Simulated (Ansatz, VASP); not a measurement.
**Si: VASP beside Ansatz**

```xyz
4
Lattice="3.8195 0.0000 0.0000 -1.9098 3.3078 0.0000 0.0000 0.0000 20.8773" Properties=species:S:1:pos:R:3 pbc="T T T"
Si    0.0000    2.2052    4.0000
Si    0.0000    0.0000    4.7797
Si    0.0000    0.0000    7.2359
Si    1.9098    1.1026    7.8773
```

Alike in both runs: task single point; functional LDA; k mesh 9 × 9 × 1; occupations gaussian, width 0.05 eV; no spin polarisation.

|  | VASP | Ansatz |
| --- | --- | --- |
| version | VASP 6.6.1 | Ansatz 0.2.0 |
| potentials or method | VASP PAW LDA potentials, release 64 (Si), cutoff 400 eV | scalar-relativistic, plane waves, PAW |
| valence electrons in the cell | 16 | 16 |

```tsv
	VASP	Ansatz	Ansatz less VASP
rms of the force components (eV/Å)	0.255	0.255	-0.0001
```

Ansatz warns that its potentials were made for another functional, while VASP's fit it. LDA's correlation is that of Perdew and Zunger in VASP and of Perdew and Wang (1992) in Ansatz. Atom by atom the forces differ by 0.001 eV/Å (rms over components).
